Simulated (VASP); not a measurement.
# Ga4As4N in VASP: notebook

Ga4As4N is run at these levels: PBE+D3(BJ); tasks: single point.

Program: VASP 6.6.1. These are calculated values, not measurements. Logs are shortened: lines on timing, memory, paths and dates and some standing lists are left out, and cuts for length are marked.

## 1. The cell of the first run

The cell holds a slab with vacuum, 18 atoms: a = 8.027 Å, b = 8.027 Å, c = 22.641 Å, α = 90.00°, β = 90.00°, γ = 120.00°.

## 2. Single point, PBE+D3(BJ)

INCAR reads:

```
SYSTEM = Ga4As4N
ALGO = Normal
DIPOL = 0.5 0.5 0.299
EDIFF = 1E-6
ENCUT = 520
GGA = PE
IDIPOL = 3
ISIF = 2
ISMEAR = 0
IVDW = 12
LASPH = .True.
LCHARG = .True.
LDIPOL = .True.
LELF = .True.
LREAL = Auto
LVACPOTAV = .True.
LVHAR = .True.
LWAVE = .False.
NBANDS = 92
NELM = 80
PREC = Accurate
SIGMA = 0.05
```

KPOINTS reads:

```
k-points
0
Gamma
  6 6 1
  0 0 0
```

POSCAR reads:

```
Ga4As4N
1.0
    8.0267120225      0.0000000000      0.0000000000
   -4.0133560112      6.9513365203      0.0000000000
    0.0000000000      0.0000000000     22.6407100769
As Ga N
8 8 2
Direct
    0.0000000000      0.0000000000      0.1766729041
    0.0000000000      0.5000000000      0.1766729041
    0.5000000000      0.0000000000      0.1766729041
    0.5000000000      0.5000000000      0.1766729041
    0.1666666667      0.3333333333      0.3302634061
    0.1666666667      0.8333333333      0.3302634061
    0.6666666667      0.3333333333      0.3302634061
    0.6666666667      0.8333333333      0.3302634061
    0.1666666667      0.3333333333      0.2128565248
    0.1666666667      0.8333333333      0.2128565248
    0.6666666667      0.3333333333      0.2128565248
    0.6666666667      0.8333333333      0.2128565248
    0.3333333333      0.1666666667      0.3595607227
    0.3333333333      0.6666666667      0.3595607227
    0.8333333333      0.1666666667      0.3595607227
    0.8333333333      0.6666666667      0.3595607227
    0.5000000000      0.5000000000      0.5097326911
    0.5000000000      0.5000000000      0.5583177398
```

Potentials or basis: VASP PAW PBE potentials, release 64 (As, Ga_d, N).

Started as:

```console
cat potpaw_PBE.64/As/POTCAR potpaw_PBE.64/Ga_d/POTCAR potpaw_PBE.64/N/POTCAR > POTCAR
mpirun -np 1 vasp_std > vasp.out
```

OUTCAR:

```text
SYSTEM = Ga4As4N
   EDIFF = 1E-6
   ENCUT = 520
   GGA = PE
   ISIF = 2
   ISMEAR = 0
   IVDW = 12
   LASPH = .True.
   LREAL = Auto
   NELM = 80
   PREC = Accurate
 IVDW          = 12

 ion  position               nearest neighbor table
   1  0.000  0.000  0.177-   9 2.46  12 2.46  10 2.46
   2  0.000  0.500  0.177-  10 2.46  11 2.46   9 2.46
   3  0.500  0.000  0.177-  11 2.46  10 2.46  12 2.46
   4  0.500  0.500  0.177-  12 2.46   9 2.46  11 2.46
   5  0.167  0.333  0.330-  13 2.41  14 2.41  15 2.41   9 2.66
   6  0.167  0.833  0.330-  14 2.41  13 2.41  16 2.41  10 2.66
   7  0.667  0.333  0.330-  15 2.41  16 2.41  13 2.41  11 2.66
   8  0.667  0.833  0.330-  16 2.41  15 2.41  14 2.41  12 2.66
   9  0.167  0.333  0.213-   1 2.46   4 2.46   2 2.46   5 2.66
  10  0.167  0.833  0.213-   2 2.46   3 2.46   1 2.46   6 2.66
  11  0.667  0.333  0.213-   3 2.46   2 2.46   4 2.46   7 2.66
  12  0.667  0.833  0.213-   4 2.46   1 2.46   3 2.46   8 2.66
  13  0.333  0.167  0.360-   5 2.41   6 2.41   7 2.41
  14  0.333  0.667  0.360-   6 2.41   5 2.41   8 2.41
  15  0.833  0.167  0.360-   7 2.41   8 2.41   5 2.41
  16  0.833  0.667  0.360-   8 2.41   7 2.41   6 2.41
  17  0.500  0.500  0.510-  18 1.10
  18  0.500  0.500  0.558-  17 1.10

  LATTYP: Found a hexagonal cell.
 ALAT       =     8.0267120225
 C/A-ratio  =     2.8206705328

  Lattice vectors:

 A1 = (   8.0267120225,   0.0000000000,   0.0000000000)
 A2 = (  -4.0133560112,   6.9513365203,   0.0000000000)
 A3 = (   0.0000000000,   0.0000000000,  22.6407100769)

Analysis of symmetry for initial positions (statically):
=====================================================================
 Subroutine PRICEL returns:
 Original cell was already a primitive cell.

 Routine SETGRP: Setting up the symmetry group for a
 hexagonal supercell.

 Subroutine GETGRP returns: Found  6 space group operations
 (whereof  2 operations were pure point group operations)
 out of a pool of 24 trial point group operations.

The static configuration has the point symmetry C_1h.
 The point group associated with its full space group is C_3v.

Analysis of symmetry for dynamics (positions and initial velocities):
=====================================================================
 Subroutine PRICEL returns:
 Original cell was already a primitive cell.

 Routine SETGRP: Setting up the symmetry group for a
 hexagonal supercell.

 Subroutine GETGRP returns: Found  6 space group operations
 (whereof  2 operations were pure point group operations)
 out of a pool of 24 trial point group operations.

The dynamic configuration has the point symmetry C_1h.
 The point group associated with its full space group is C_3v.

 Subroutine INISYM returns: Found  6 space group operations
 (whereof  2 operations are pure point group operations),
 and found     1 'primitive' translations

----------------------------------------------------------------------------------------

                                     Primitive cell

  volume of cell :    1263.2696

  direct lattice vectors                    reciprocal lattice vectors
     8.026712022  0.000000000  0.000000000     0.124584014  0.071928614  0.000000000
    -4.013356011  6.951336520  0.000000000     0.000000000  0.143857228  0.000000000
     0.000000000  0.000000000 22.640710077     0.000000000  0.000000000  0.044168226

  length of vectors
     8.026712022  8.026712022 22.640710077     0.143857228  0.143857228  0.044168226

  position of ions in fractional coordinates (direct lattice)
     0.000000000  0.000000000  0.176672904
     1.000000000  0.500000000  0.176672904
     0.500000000  0.000000000  0.176672904
     0.500000000  0.500000000  0.176672904
     0.166666667  0.333333333  0.330263406
     0.166666667  0.833333333  0.330263406
[... 10 lines left out ...]
     0.500000000  0.500000000  0.509732691
     0.500000000  0.500000000  0.558317740

  ion indices of the primitive-cell ions
   primitive index   ion index
                 1           1
                 2           2
                 3           3
                 4           4
                 5           5
                 6           6
[... 10 lines left out ...]
                17          17
                18          18

----------------------------------------------------------------------------------------

 KPOINTS: k-points

Automatic generation of k-mesh.
 Grid dimensions read from file:
 generate k-points for:    6    6    1

 Generating k-lattice:

  Cartesian coordinates                     Fractional coordinates (reciprocal lattice)
     0.020764002  0.011988102  0.000000000     0.166666667 -0.000000000  0.000000000
     0.000000000  0.023976205  0.000000000     0.000000000  0.166666667  0.000000000
     0.000000000  0.000000000  0.044168226     0.000000000  0.000000000  1.000000000

  Length of vectors
     0.023976205  0.023976205  0.044168226

  Shift w.r.t. Gamma in fractional coordinates (k-lattice)
     0.000000000  0.000000000  0.000000000

 Subroutine IBZKPT returns following result:
 ===========================================

 Found      7 irreducible k-points:

 Following reciprocal coordinates:
            Coordinates               Weight
  0.000000  0.000000  0.000000      1.000000
  0.166667  0.000000  0.000000      6.000000
  0.333333  0.000000  0.000000      6.000000
  0.500000  0.000000  0.000000      3.000000
  0.166667  0.166667  0.000000      6.000000
  0.333333  0.166667  0.000000     12.000000
  0.333333  0.333333  0.000000      2.000000
   k-points           NKPTS =      7   k-points in BZ     NKDIM =      7   number of bands    NBANDS=     92
   number of dos      NEDOS =    301   number of ions     NIONS =     18
   total plane-waves  NPLWV = 604800
   dimension x,y,z NGX =    60 NGY =   60 NGZ =  168
   dimension x,y,z NGXF=   120 NGYF=  120 NGZF=  336
   ions per type =               8   8   2
   NGX,Y,Z   is equivalent  to a cutoff of  12.43, 12.43, 12.34 a.u.
   NGXF,Y,Z  is equivalent  to a cutoff of  24.85, 24.85, 24.67 a.u.
 SYSTEM =  Ga4As4N
   PREC   = accura    normal or accurate (medium, high low for compatibility)
   ISTART =      0    job   : 0-new  1-cont  2-samecut
   ICHARG =      2    charge: 1-file 2-atom 10-const
   ISPIN  =      1    spin polarized calculation?
   LNONCOLLINEAR =      F non collinear calculations
   LSORBIT =      F    spin-orbit coupling
   LASPH  =      T    aspherical Exc in radial PAW
   ENCUT  =  520.0 eV  38.22 Ry    6.18 a.u.  14.92 14.92 42.10*2*pi/ulx,y,z
   NELM   =     80;   NELMIN=  2; NELMDL= -5     # of ELM steps
   EDIFF  = 0.1E-05   stopping-criterion for ELM
   LREAL  =      T    real-space projection
   EDIFFG = 0.1E-04   stopping-criterion for IOM
   NSW    =      0    number of steps for IOM
   IBRION =     -1    ionic relax: 0-MD 1-quasi-New 2-CG
   NFREE  =      0    steps in history (QN), initial steepest desc. (CG)
   ISIF   =      2    stress and relaxation
   ISYM   =      2    0-nonsym 1-usesym 2-fastsym
   POTIM  = 0.5000    time-step for ionic-motion
   TEBEG  =    0.0;   TEEND  =   0.0 temperature during run
   PSTRESS=    0.0 pullay stress
   NELECT =     154.0000    total number of electrons
   NUPDOWN=      -1.0000    fix difference up-down
   EMIN   =  10.00;   EMAX   =-10.00  energy-range for DOS
   EFERMI =   0.00;   METHOD = LEGACY
   ISMEAR =     0;   SIGMA  =   0.05  broadening in eV -4-tet -1-fermi 0-gaus
   EFERMI_NEDOS =   21; number of points for ismear=-14 and -15
   IALGO  =     38    algorithm
   IMIX   =      4    mixing-type and parameters
     AMIX     =   0.40;   BMIX     =  1.00
     AMIX_MAG =   1.60;   BMIX_MAG =  1.00
  volume/ion in A,a.u.               =      70.18       473.61
  Fermi-wavevector in a.u.,A,eV,Ry     =   0.811739  1.533964  8.965153  0.658920
  Thomas-Fermi vector in A             =   1.921154
   LORBIT       =      0    0 simple, 1 ext, 2 COOP (PROOUT), +10 PAW based schemes
   GGA     = PE    functional components
   LHFCALC =     F    Hartree Fock is set to
   AEXX    =    0.0000 exact exchange contribution
   IVDW    =    12    specifies the selected vdW correction
   LEPSILON=     F    determine dielectric tensor
   LRPA    =     F    only Hartree local field effects (RPA)
 non-spin polarized calculation
 Gauss-broadening in eV      SIGMA  =   0.05
  energy-cutoff  :      520.00
  volume of cell :     1263.27
 maximum number of plane-waves:     34071
 NGX is ok and might be reduce to    60
   NGX = 29   NGY = 29   NGZ = 85

 number of electron     153.9999889 magnetization

 dipolmoment           0.000000      0.000000     -0.625971 electrons x Angstroem

 Free energy of the ion-electron system (eV)
  ---------------------------------------------------
  ext. energy  EPLUGINS =         0.00000000
  ---------------------------------------------------
  free energy    TOTEN  =       -77.18289019 eV

  energy without entropy =      -77.17974018  energy(sigma->0) =      -77.18131518

 E-fermi :  -1.6324     XC(G=0):  -3.6919

 val. band max:       -1.6477125703   @ k =   0.0000   0.0000   0.0000
 cond. band min:      -1.6118517193   @ k =   0.3333   0.3333   0.0000
 fundamental gap:      0.0358608510
 Fermi energy:        -1.6323719521

 k-point     1 :       0.0000    0.0000    0.0000
  band No.  band energies     occupation
      1     -26.8326      2.00000
      2     -17.5655      2.00000
      3     -17.5640      2.00000
      4     -17.5637      2.00000
      5     -17.5637      2.00000
      6     -17.4937      2.00000
[... 81 lines left out ...]
     88       0.2787      0.00000
     89       0.4533      0.00000

 k-point     2 :       0.1667    0.0000    0.0000
  band No.  band energies     occupation
      1     -26.8326      2.00000
      2     -17.5641      2.00000
      3     -17.5626      2.00000
      4     -17.5622      2.00000
      5     -17.5621      2.00000
      6     -17.4940      2.00000
[... 81 lines left out ...]
     88       0.6687      0.00000
     89       0.7087      0.00000

 k-point     3 :       0.3333    0.0000    0.0000
  band No.  band energies     occupation
      1     -26.8326      2.00000
      2     -17.5609      2.00000
      3     -17.5598      2.00000
      4     -17.5591      2.00000
      5     -17.5589      2.00000
      6     -17.4946      2.00000
[... 81 lines left out ...]
     88       1.0160      0.00000
     89       1.1774      0.00000

 k-point     4 :       0.5000    0.0000    0.0000
  band No.  band energies     occupation
      1     -26.8326      2.00000
      2     -17.5590      2.00000
      3     -17.5585      2.00000
      4     -17.5574      2.00000
      5     -17.5571      2.00000
      6     -17.4950      2.00000
[... 81 lines left out ...]
     88       1.1647      0.00000
     89       1.2314      0.00000

 k-point     5 :       0.1667    0.1667    0.0000
  band No.  band energies     occupation
      1     -26.8326      2.00000
      2     -17.5617      2.00000
      3     -17.5603      2.00000
      4     -17.5600      2.00000
      5     -17.5597      2.00000
      6     -17.4945      2.00000
[... 81 lines left out ...]
     88       1.1348      0.00000
     89       1.1408      0.00000

 k-point     6 :       0.3333    0.1667    0.0000
  band No.  band energies     occupation
      1     -26.8326      2.00000
      2     -17.5590      2.00000
      3     -17.5582      2.00000
      4     -17.5576      2.00000
      5     -17.5572      2.00000
      6     -17.4949      2.00000
[... 81 lines left out ...]
     88       1.4493      0.00000
     89       1.5079      0.00000

 k-point     7 :       0.3333    0.3333    0.0000
  band No.  band energies     occupation
      1     -26.8326      2.00000
      2     -17.5578      2.00000
      3     -17.5573      2.00000
      4     -17.5571      2.00000
      5     -17.5564      2.00000
      6     -17.4943      2.00000
[... 81 lines left out ...]
     88       1.6192      0.00000
     89       1.6204      0.00000
 [bands above 89 left out]

------------------------ aborting loop because EDIFF is reached ----------------------------------------

 Edisp (eV)   -3.44147

 E8    (eV) :    -1.5906

  FORCE on cell =-STRESS in cart. coord.  units (eV):
  Direction    XX          YY          ZZ          XY          YZ          ZX
  --------------------------------------------------------------------------------------
  -------------------------------------------------------------------------------------
  Total       0.15801     0.15801     0.71688     0.00000    -0.00000    -0.00000
  in kB       0.20041     0.20041     0.90921     0.00000    -0.00000    -0.00000
  external pressure =        0.44 kB  Pullay stress =        0.00 kB

 VOLUME and BASIS-vectors are now :
 -----------------------------------------------------------------------------
  energy-cutoff  :      520.00
  volume of cell :     1263.27
      direct lattice vectors                 reciprocal lattice vectors
     8.026712022  0.000000000  0.000000000     0.124584014  0.071928614  0.000000000
    -4.013356011  6.951336520  0.000000000     0.000000000  0.143857228  0.000000000
     0.000000000  0.000000000 22.640710077     0.000000000  0.000000000  0.044168226

 POSITION                                       TOTAL-FORCE (eV/Angst)
 -----------------------------------------------------------------------------------
      0.00000      0.00000      4.00000         0.002084     -0.001203      0.463860
     -2.00668      3.47567      4.00000         0.000000      0.002406      0.463860
      4.01336      0.00000      4.00000        -0.002084     -0.001203      0.463860
      2.00668      3.47567      4.00000         0.000000     -0.000000      0.457791
      0.00000      2.31711      7.47740        -0.001893     -0.001093     -0.006088
     -2.00668      5.79278      7.47740         0.000000     -0.000000     -0.006292
[... 10 lines left out ...]
      2.00668      3.47567     11.54071         0.000000     -0.000000     -2.200541
      2.00668      3.47567     12.64071         0.000000     -0.000000      2.157840
 -----------------------------------------------------------------------------------
    total drift:                               -0.000013      0.000004     -0.046530

  FREE ENERGIE OF THE ION-ELECTRON SYSTEM (eV)
  ---------------------------------------------------
  free  energy   TOTEN  =       -80.6243567252 eV

  energy  without entropy=      -80.6212067077  energy(sigma->0) =      -80.62278172

 vacuum level on the upper side and lower side of the slab         1.630         3.660
```

Run time: 32 min. Hardware: 1 thread of Intel Xeon Platinum 8488C (Sapphire Rapids), shared host; peak memory 1.4 GiB.

What came out:

```yaml
Free_energy: -80.6244 eV
Largest_force: 2.201 eV/Å
Band_gap_on_the_k_mesh: 0.04 eV (least direct gap 0.06 eV)
Dispersion_energy_per_atom: -0.191 eV
```

Forces on the atoms (eV/Å):
```
As   0.002 -0.001  0.464
As   0.000  0.002  0.464
As  -0.002 -0.001  0.464
As   0.000  0.000  0.458
As  -0.002 -0.001 -0.006
As   0.000  0.000 -0.006
As   0.002 -0.001 -0.006
As   0.000  0.002 -0.006
Ga   0.001  0.001 -0.471
Ga   0.000  0.000 -0.480
Ga  -0.001  0.001 -0.471
Ga   0.000 -0.001 -0.471
Ga   0.000  0.010  0.029
Ga   0.008 -0.005  0.029
Ga   0.000  0.000  0.023
Ga  -0.008 -0.005  0.029
N    0.000  0.000 -2.201
N    0.000  0.000  2.158
```

Caveat: the standard files for N, O and F lose accuracy on very short bonds; semilocal functionals underestimate gaps, and a narrow one can read as zero.

## 3. Single point, PBE+D3(BJ)

INCAR reads:

```
SYSTEM = Ga4As4N
ALGO = Normal ; DIPOL = 0.5 0.5 0.299
EDIFF = 1E-6 ; ENCUT = 520
GGA = PE ; IDIPOL = 3
ISIF = 2 ; ISMEAR = 0
IVDW = 12 ; LASPH = .True.
LCHARG = .False. ; LDIPOL = .True.
LREAL = Auto ; LWAVE = .False.
NBANDS = 92 ; NELM = 100
PREC = Accurate ; SIGMA = 0.05
```

KPOINTS is that of step 2.

POSCAR, as its differences from that of step 2:

```diff
@@ -24,3 +24,3 @@
     0.8333333333      0.6666666667      0.3595607227
-    0.5000000000      0.5000000000      0.5097326911
-    0.5000000000      0.5000000000      0.5583177398
+    0.6666666667      0.3333333333      0.5097326911
+    0.6666666667      0.3333333333      0.5583177398
```

Potentials or basis: VASP PAW PBE potentials, release 64 (As, Ga_d, N).

Started as:

```console
cat potpaw_PBE.64/As/POTCAR potpaw_PBE.64/Ga_d/POTCAR potpaw_PBE.64/N/POTCAR > POTCAR
mpirun -np 1 vasp_std > vasp.out
```

OUTCAR:

```text
SYSTEM = Ga4As4N
   EDIFF = 1E-6
   ENCUT = 520
   GGA = PE
   ISIF = 2
   ISMEAR = 0
   IVDW = 12
   LASPH = .True.
   LREAL = Auto
   NELM = 100
   PREC = Accurate
 IVDW          = 12

 ion  position               nearest neighbor table
   1  0.000  0.000  0.177-   9 2.46  12 2.46  10 2.46
[... 882 lines left out ...]
  -------------------------------------------------------------------------------------
  Total       0.14468     0.14468     0.91554     0.00000     0.00000     0.00000
  in kB       0.18349     0.18349     1.16116     0.00000     0.00000     0.00000
  external pressure =        0.51 kB  Pullay stress =        0.00 kB

 VOLUME and BASIS-vectors are now :
 -----------------------------------------------------------------------------
  energy-cutoff  :      520.00
  volume of cell :     1263.27
      direct lattice vectors                 reciprocal lattice vectors
     8.026712022  0.000000000  0.000000000     0.124584014  0.071928614  0.000000000
    -4.013356011  6.951336520  0.000000000     0.000000000  0.143857228  0.000000000
     0.000000000  0.000000000 22.640710077     0.000000000  0.000000000  0.044168226

 POSITION                                       TOTAL-FORCE (eV/Angst)
 -----------------------------------------------------------------------------------
      0.00000      0.00000      4.00000         0.000000     -0.000000      0.469371
     -2.00668      3.47567      4.00000         0.004458      0.002574      0.457890
      4.01336      0.00000      4.00000        -0.000000     -0.005148      0.457890
      2.00668      3.47567      4.00000        -0.004458      0.002574      0.457890
      0.00000      2.31711      7.47740        -0.000000     -0.004603     -0.007298
     -2.00668      5.79278      7.47740        -0.003987      0.002302     -0.007298
[... 10 lines left out ...]
      4.01336      2.31711     11.54071         0.000000     -0.000000     -2.136896
      4.01336      2.31711     12.64071        -0.000000      0.000000      2.154100
 -----------------------------------------------------------------------------------
    total drift:                               -0.000013      0.000005     -0.047206

  FREE ENERGIE OF THE ION-ELECTRON SYSTEM (eV)
  ---------------------------------------------------
  free  energy   TOTEN  =       -80.6000938152 eV

  energy  without entropy=      -80.5969044013  energy(sigma->0) =      -80.59849911

 vacuum level on the upper side and lower side of the slab         1.569         3.643
```

stdout:

```text
POSCAR found type information on POSCAR AsGaN
 POSCAR found :  3 types and      18 ions
 scaLAPACK will be used
 LDA part: xc-table for (Slater+PW92), standard interpolation
 POSCAR, INCAR and KPOINTS ok, starting setup
 FFT: planning ... GRIDC
 FFT: planning ... GRID_SOFT
 FFT: planning ... GRID
 WAVECAR not read
 entering main loop
```

Run time: 42 min. Hardware: 1 thread of Oxide Virtual Turin-like, shared host; peak memory 1.3 GiB.

Results:

- Free energy: -80.6001 eV
- Largest force: 2.154 eV/Å
- Band gap on the k mesh: 0.03 eV (least direct gap 0.07 eV)
- Dispersion energy per atom: -0.191 eV

Forces in eV/Å, atoms in the order of the input:
```
As   0.000  0.000  0.469
As   0.004  0.003  0.458
As   0.000 -0.005  0.458
As  -0.004  0.003  0.458
As   0.000 -0.005 -0.007
As  -0.004  0.002 -0.007
As   0.000  0.000 -0.054
As   0.004  0.002 -0.007
Ga   0.000  0.005 -0.478
Ga   0.005 -0.003 -0.478
Ga   0.000  0.000 -0.442
Ga  -0.005 -0.003 -0.478
Ga   0.018  0.010  0.023
Ga   0.000  0.000  0.023
Ga  -0.018  0.010  0.023
Ga   0.000 -0.020  0.023
N    0.000  0.000 -2.137
N    0.000  0.000  2.154
```

Caveat: the standard files for N, O and F lose accuracy on very short bonds; semilocal functionals underestimate gaps, and a narrow one can read as zero.
